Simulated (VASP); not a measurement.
# BaTiO3 (R3m) in VASP: single point with r2SCAN

Aim: the single point of BaTiO3 with r2SCAN.

Program: VASP 6.6.1. These are calculated values, not measurements. Logs are shortened: lines on timing, memory, paths and dates and some standing lists are left out, and cuts for length are marked.

**1. The cell of the first run**

Symmetry: R3m, No. 160, trigonal system. Conventional cell: a = 5.634 Å, b = 5.634 Å, c = 6.928 Å, α = 90.00°, β = 90.00°, γ = 120.00°. Ba (site symmetry 3m) has 12 O at 2.77 to 2.88 Å and 8 Ti at 3.37 to 3.56 Å within 3.7 Å. Within 2.5 Å of Ti (site symmetry 3m) lie 6 O at 1.87 to 2.13 Å. O (site symmetry m) has 2 Ti at 1.87 to 2.13 Å within 2.5 Å. Within 2.5 Å of O (site symmetry m) lie 2 Ti at 1.87 to 2.13 Å.

**2. Single point, r2SCAN, collinear spin, zero start**

POSCAR reads:

```
BaTiO3
1.0
   -3.9999274600     -0.0106957700     -3.9891719400
   -0.0107256400     -3.9891918600      0.0000000000
   -3.9784761800      0.0106957700      3.9891719400
Ba Ti O
2 2 6
Direct
    0.0000000000      0.0000000000      0.0000000000
    0.5000000000      0.0000000000      0.5000000000
    0.5136000000      0.5136000000      0.0000000000
    0.0136000000      0.5136000000      0.5000000000
    0.7363000000      0.4907000000      0.7544000000
    0.2363000000      0.4907000000      0.2544000000
    0.7363000000      0.4907000000      0.2456000000
    0.2363000000      0.4907000000      0.7456000000
    0.9907000000      0.9819000000      0.5000000000
    0.4907000000      0.9819000000      0.0000000000
```

INCAR.step1 reads:

```
PREC = Accurate ; ENCUT = 520
ISMEAR = -1 ; SIGMA = 0.1
LREAL = F ; LASPH = T
NELM = 150 ; ISPIN = 2
MAGMOM = 0 0 0 0 0 0 0 0 0 0 ; LMAXMIX = 4
NBANDS = 55 ; GGA = PE
ALGO = Normal ; EDIFF = 1E-4
LWAVE = T ; LCHARG = F
```

INCAR.step2 reads:

```
PREC = Accurate ; ENCUT = 520
EDIFF = 1E-6 ; ISMEAR = -1
SIGMA = 0.1 ; LREAL = F
LASPH = T ; NELM = 150
ALGO = Normal ; ISIF = 2
LWAVE = F ; LCHARG = F
ISPIN = 2 ; MAGMOM = 0 0 0 0 0 0 0 0 0 0
LORBIT = 11 ; LMAXMIX = 4
METAGGA = R2SCAN ; LMIXTAU = T
NBANDS = 55 ; ISTART = 1
```

KPOINTS reads:

```
Automatic mesh
0
Gamma
  3 5 3
```

Potentials or basis: VASP PAW PBE potentials, release 64 (Ba_sv, Ti_sv, O).

Launch:

```console
> cat potpaw_PBE.64/Ba_sv/POTCAR potpaw_PBE.64/Ti_sv/POTCAR potpaw_PBE.64/O/POTCAR > POTCAR
> cp INCAR.step1 INCAR
> mpirun -np 1 vasp_std > vasp.out
> cp INCAR.step2 INCAR
> mpirun -np 1 vasp_std > vasp.out
```

OUTCAR:

```text
PREC = Accurate
   ENCUT = 520
   EDIFF = 1E-6
   ISMEAR = -1
   LREAL = F
   LASPH = T
   NELM = 150
   ISIF = 2
   ISPIN = 2
   LORBIT = 11
   METAGGA = R2SCAN
   ISTART = 1

 ion  position               nearest neighbor table
   1  0.000  0.000  0.000-  10 2.77   8 2.77   6 2.77   9 2.82   9 2.82   7 2.82   5 2.82   6 2.82
                             8 2.82  10 2.88   7 2.88   5 2.88   3 3.37   4 3.42   4 3.42   3 3.42
   2  0.500  0.000  0.500-   9 2.77   7 2.77   5 2.77  10 2.82  10 2.82   8 2.82   6 2.82   5 2.82
                             7 2.82   9 2.88   8 2.88   6 2.88   4 3.37   3 3.42   3 3.42   4 3.42
   3  0.514  0.514  0.000-   5 1.87   7 1.87  10 1.87   6 2.13   8 2.13  10 2.13   1 3.37   2 3.42
                             2 3.42   1 3.42   2 3.48   1 3.48   2 3.48   1 3.56
   4  0.014  0.514  0.500-   6 1.87   8 1.87   9 1.87   5 2.13   7 2.13   9 2.13   2 3.37   1 3.42
                             1 3.42   2 3.42   1 3.48   2 3.48   1 3.48   2 3.56
   5  0.736  0.491  0.754-   3 1.87   4 2.13   2 2.77   1 2.82   2 2.82   1 2.88
   6  0.236  0.491  0.254-   4 1.87   3 2.13   1 2.77   2 2.82   1 2.82   2 2.88
   7  0.736  0.491  0.246-   3 1.87   4 2.13   2 2.77   1 2.82   2 2.82   1 2.88
   8  0.236  0.491  0.746-   4 1.87   3 2.13   1 2.77   2 2.82   1 2.82   2 2.88
   9  0.991  0.982  0.500-   4 1.87   4 2.13   2 2.77   1 2.82   1 2.82   2 2.88
  10  0.491  0.982  0.000-   3 1.87   3 2.13   1 2.77   2 2.82   2 2.82   1 2.88

  LATTYP: Found a simple monoclinic cell.
 ALAT       =     3.9892062789
 B/A-ratio  =     1.4123093294
 C/A-ratio  =     1.4161116802
 COS(beta)  =    -0.0037970585

  Lattice vectors:

 A1 = (  -0.0107256400,  -3.9891918600,   0.0000000000)
 A2 = (   3.9784761800,  -0.0106957700,  -3.9891719400)
 A3 = (   3.9999274600,   0.0106957700,   3.9891719400)

Analysis of symmetry for initial positions (statically):
=====================================================================
 Subroutine PRICEL returns following result:

  LATTYP: Found a trigonal (rhomboedric) cell.
 ALAT       =     3.9892006976
 COS(alpha) =     0.0026884005
[... 12 lines left out ...]
 Subroutine GETGRP returns: Found  2 space group operations
 (whereof  2 operations were pure point group operations)
 out of a pool of  4 trial point group operations.

The static configuration has the point symmetry C_1h.

Analysis of symmetry for dynamics (positions and initial velocities):
=====================================================================
 Subroutine PRICEL returns following result:

  LATTYP: Found a trigonal (rhomboedric) cell.
 ALAT       =     3.9892006976
 COS(alpha) =     0.0026884005
[... 12 lines left out ...]
 Subroutine GETGRP returns: Found  2 space group operations
 (whereof  2 operations were pure point group operations)
 out of a pool of  4 trial point group operations.

The dynamic configuration has the point symmetry C_1h.

Analysis of structural, dynamic, and magnetic symmetry:
=====================================================================
 Subroutine PRICEL returns following result:

  LATTYP: Found a trigonal (rhomboedric) cell.
 ALAT       =     3.9892006976
 COS(alpha) =     0.0026884005
[... 12 lines left out ...]
 Subroutine GETGRP returns: Found  2 space group operations
 (whereof  2 operations were pure point group operations)
 out of a pool of  4 trial point group operations.

The overall configuration has the point symmetry C_1h.

 Subroutine INISYM returns: Found  2 space group operations
 (whereof  2 operations are pure point group operations),
 and found     2 'primitive' translations

----------------------------------------------------------------------------------------

                                     Primitive cell

  volume of cell :      63.4825

  direct lattice vectors                    reciprocal lattice vectors
    -0.010725640 -0.010695770 -3.989171940     0.000000000  0.000000000 -0.250678591
    -0.010725640 -3.989191860  0.000000000     0.000000000 -0.250677339  0.000672116
    -3.989201820  0.000000000  0.000000000    -0.250676713  0.000673988  0.000672184

  length of vectors
     3.989200698  3.989206279  3.989201820     0.250678591  0.250678240  0.250678520

  position of ions in fractional coordinates (direct lattice)
     0.000000000  0.000000000  0.000000000
     0.513600000  0.513600000  0.513600000
     0.981900000  0.490700000  0.490700000
     0.490700000  0.490700000  0.981900000
     0.490700000  0.981900000  0.490700000

  ion indices of the primitive-cell ions
   primitive index   ion index
                 1           1
                 2           3
                 3           6
                 4           8
                 5          10

----------------------------------------------------------------------------------------

 KPOINTS: Automatic mesh

Automatic generation of k-mesh.
 Grid dimensions read from file:
 generate k-points for:    3    5    3

 Generating k-lattice:

  Cartesian coordinates                     Fractional coordinates (reciprocal lattice)
    -0.041779452  0.000112331 -0.041667734     0.333333333  0.000000000  0.000000000
     0.000000000 -0.050135468  0.000134423    -0.000000000  0.200000000  0.000000000
    -0.041779452  0.000112331  0.041891796     0.000000000  0.000000000  0.333333333

  Length of vectors
     0.059006231  0.050135648  0.059164667

  Shift w.r.t. Gamma in fractional coordinates (k-lattice)
     0.000000000  0.000000000  0.000000000

 Subroutine IBZKPT returns following result:
 ===========================================

 Found     16 irreducible k-points:

 Following reciprocal coordinates:
            Coordinates               Weight
  0.000000  0.000000  0.000000      1.000000
  0.333333 -0.000000  0.000000      2.000000
  0.000000  0.200000 -0.000000      2.000000
  0.333333  0.200000  0.000000      2.000000
 -0.333333  0.200000  0.000000      2.000000
 -0.000000  0.400000  0.000000      2.000000
[... 8 lines left out ...]
  0.333333  0.400000  0.333333      4.000000
 -0.333333  0.400000  0.333333      4.000000
   k-points           NKPTS =     16   k-points in BZ     NKDIM =     16   number of bands    NBANDS=     55
   number of dos      NEDOS =    301   number of ions     NIONS =     10
   total plane-waves  NPLWV =  52920
   dimension x,y,z NGX =    42 NGY =   30 NGZ =   42
   dimension x,y,z NGXF=    84 NGYF=   60 NGZF=   84
   ions per type =               2   2   6
   NGX,Y,Z   is equivalent  to a cutoff of  12.36, 12.50, 12.39 a.u.
   NGXF,Y,Z  is equivalent  to a cutoff of  24.72, 25.00, 24.79 a.u.
 SYSTEM =  unknown system
   PREC   = accura    normal or accurate (medium, high low for compatibility)
   ISTART =      1    job   : 0-new  1-cont  2-samecut
   ICHARG =      0    charge: 1-file 2-atom 10-const
   ISPIN  =      2    spin polarized calculation?
   LNONCOLLINEAR =      F non collinear calculations
   LSORBIT =      F    spin-orbit coupling
   LASPH  =      T    aspherical Exc in radial PAW
   ENCUT  =  520.0 eV  38.22 Ry    6.18 a.u.  10.50  7.42 10.48*2*pi/ulx,y,z
   NELM   =    150;   NELMIN=  2; NELMDL=  0     # of ELM steps
   EDIFF  = 0.1E-05   stopping-criterion for ELM
   LREAL  =      F    real-space projection
   EDIFFG = 0.1E-04   stopping-criterion for IOM
   NSW    =      0    number of steps for IOM
   IBRION =     -1    ionic relax: 0-MD 1-quasi-New 2-CG
   NFREE  =      0    steps in history (QN), initial steepest desc. (CG)
   ISIF   =      2    stress and relaxation
   ISYM   =      2    0-nonsym 1-usesym 2-fastsym
   POTIM  = 0.5000    time-step for ionic-motion
   TEBEG  =    0.0;   TEEND  =   0.0 temperature during run
   PSTRESS=    0.0 pullay stress
   NELECT =      80.0000    total number of electrons
   NUPDOWN=      -1.0000    fix difference up-down
   EMIN   =  10.00;   EMAX   =-10.00  energy-range for DOS
   EFERMI =   0.00;   METHOD = LEGACY
   ISMEAR =    -1;   SIGMA  =   0.10  broadening in eV -4-tet -1-fermi 0-gaus
   EFERMI_NEDOS =   21; number of points for ismear=-14 and -15
   IALGO  =     38    algorithm
   IMIX   =      4    mixing-type and parameters
     AMIX     =   0.40;   BMIX     =  1.00
     AMIX_MAG =   1.60;   BMIX_MAG =  1.00
  volume/ion in A,a.u.               =      12.70        85.68
  Fermi-wavevector in a.u.,A,eV,Ry     =   1.403493  2.652217 26.800657  1.969793
  Thomas-Fermi vector in A             =   2.526149
   LORBIT       =     11    0 simple, 1 ext, 2 COOP (PROOUT), +10 PAW based schemes
   METAGGA = R2SCAN    functional components
   LHFCALC =     F    Hartree Fock is set to
   AEXX    =    0.0000 exact exchange contribution
   IVDW    =     0    specifies the selected vdW correction
   LEPSILON=     F    determine dielectric tensor
   LRPA    =     F    only Hartree local field effects (RPA)
 spin polarized calculation
  energy-cutoff  :      520.00
  volume of cell :      126.96
 maximum number of plane-waves:      3436
 NGX is ok and might be reduce to    42
   NGX = 21   NGY = 15   NGZ = 21

 number of electron      79.9999993 magnetization       0.0000000

 number of electron      79.9999993 magnetization      -0.0000000

 Free energy of the ion-electron system (eV)
  ---------------------------------------------------
  ext. energy  EPLUGINS =         0.00000000
  ---------------------------------------------------
  free energy    TOTEN  =      -148.46368038 eV

  energy without entropy =     -148.46367946  energy(sigma->0) =     -148.46367992

 E-fermi :   4.9537     XC(G=0): -11.9589

 val. band max:        3.5372932956   @ k =  -0.0000   0.4000   0.0000
 cond. band min:       6.3137744813   @ k =   0.0000   0.0000   0.0000
 fundamental gap:      2.7764811857
 Fermi energy:         4.9536663083

 spin component 1

 k-point     1 :       0.0000    0.0000    0.0000
  band No.  band energies     occupation
      1     -54.9304      1.00000
      2     -54.9280      1.00000
      3     -30.1975      1.00000
      4     -30.1944      1.00000
      5     -30.1390      1.00000
      6     -30.1389      1.00000
[... 869 lines left out ...]
     51      11.8948      0.00000
     52      12.1001      0.00000
 Fermi energy:         4.9536663083

 spin component 2

 k-point     1 :       0.0000    0.0000    0.0000
  band No.  band energies     occupation
      1     -54.9304      1.00000
      2     -54.9280      1.00000
      3     -30.1975      1.00000
      4     -30.1944      1.00000
      5     -30.1390      1.00000
      6     -30.1389      1.00000
[... 869 lines left out ...]
     51      11.8948      0.00000
     52      12.1001      0.00000
 [bands above 52 left out]

------------------------ aborting loop because EDIFF is reached ----------------------------------------

  FORCE on cell =-STRESS in cart. coord.  units (eV):
  Direction    XX          YY          ZZ          XY          YZ          ZX
  --------------------------------------------------------------------------------------
  -------------------------------------------------------------------------------------
  Total        4.6084267      4.5651236      4.6093634     -0.0897997     -0.0892365     -0.0853927
  in kB       58.1539984     57.6075550     58.1658188     -1.1331872     -1.1260808     -1.0775752
  external PRESSURE =      57.9757907 kB  Pullay stress =       0.0000000 kB

 VOLUME and BASIS-vectors are now :
 -----------------------------------------------------------------------------
  energy-cutoff  :      520.00
  volume of cell :      126.96
      direct lattice vectors                 reciprocal lattice vectors
    -3.999927460 -0.010695770 -3.989171940    -0.125338357  0.000336994 -0.125003203
    -0.010725640 -3.989191860  0.000000000     0.000000000 -0.250677339  0.000672116
    -3.978476180  0.010695770  3.989171940    -0.125338357  0.000336994  0.125675388

 POSITION                                       TOTAL-FORCE (eV/Angst)
 -----------------------------------------------------------------------------------
      0.00000      0.00000      0.00000        -0.028758     -0.028864     -0.028604
     -3.98920      0.00000      0.00000        -0.028758     -0.028864     -0.028604
     -2.05987     -2.05434     -2.04884         0.156050      0.162013      0.155197
     -2.04915     -2.04365      1.94033         0.156050      0.162013      0.155197
     -5.95177     -1.95730      0.07220         0.029477      0.027567     -0.187044
     -1.96257     -1.95730      0.07220         0.029477      0.027567     -0.187044
     -3.92752     -1.96274     -1.95749        -0.186889      0.028148      0.029904
     -3.91680     -1.95205      2.03169        -0.186889      0.028148      0.029904
     -5.96250     -3.92224     -1.95749         0.030121     -0.188864      0.030546
     -1.97330     -3.92224     -1.95749         0.030121     -0.188864      0.030546
 -----------------------------------------------------------------------------------
    total drift:                                0.009441      0.003989      0.009367

  FREE ENERGIE OF THE ION-ELECTRON SYSTEM (eV)
  ---------------------------------------------------
  free  energy   TOTEN  =      -148.4636803847 eV

  energy  without entropy=     -148.4636794580  energy(sigma->0) =     -148.46367992

 total charge

# of ion       s       p       d       tot
------------------------------------------
    1        2.019   5.672   0.312   8.003
    2        2.019   5.672   0.312   8.003
    3        2.223   6.287   1.732  10.242
    4        2.223   6.287   1.732  10.242
    5        1.570   3.510   0.000   5.081
    6        1.570   3.510   0.000   5.081
    7        1.570   3.510   0.000   5.081
    8        1.570   3.510   0.000   5.081
    9        1.570   3.510   0.000   5.081
   10        1.570   3.510   0.000   5.081
--------------------------------------------------
tot         17.906  44.980   4.088  66.974

 magnetization (x)

# of ion       s       p       d       tot
------------------------------------------
    1       -0.000  -0.000  -0.000  -0.000
    2       -0.000  -0.000  -0.000  -0.000
    3       -0.000   0.000   0.000   0.000
    4       -0.000   0.000   0.000   0.000
    5       -0.000  -0.000   0.000  -0.000
    6       -0.000  -0.000   0.000  -0.000
    7       -0.000  -0.000   0.000  -0.000
    8       -0.000  -0.000   0.000  -0.000
    9        0.000   0.000   0.000   0.000
   10        0.000   0.000   0.000   0.000
--------------------------------------------------
tot         -0.000  -0.000   0.000  -0.000
```

It took 12 min on 1 thread of Intel Xeon Platinum 8259CL at 2.50GHz (Skylake/Cascade Lake), shared host; peak memory 0.38 GiB.

Results:

- Free energy: -148.4637 eV
- Pressure: 5.8 GPa
- Largest force: 0.273 eV/Å
- Band gap on the k mesh: 2.78 eV
- Net moment: 0.00 μB per cell
- Valence electrons inside the program's atomic spheres: Ba 8.00; Ti 10.24; O 5.08

Forces in eV/Å, atoms in the order of the input:
```
Ba  -0.029 -0.029 -0.029
Ba  -0.029 -0.029 -0.029
Ti   0.156  0.162  0.155
Ti   0.156  0.162  0.155
O    0.029  0.028 -0.187
O    0.029  0.028 -0.187
O   -0.187  0.028  0.030
O   -0.187  0.028  0.030
O    0.030 -0.189  0.031
O    0.030 -0.189  0.031
```

Caveat: the PAW data sets were made with another functional, which shifts forces and pressure a little; spin-orbit coupling is left out, which moves the levels of the heavy elements.
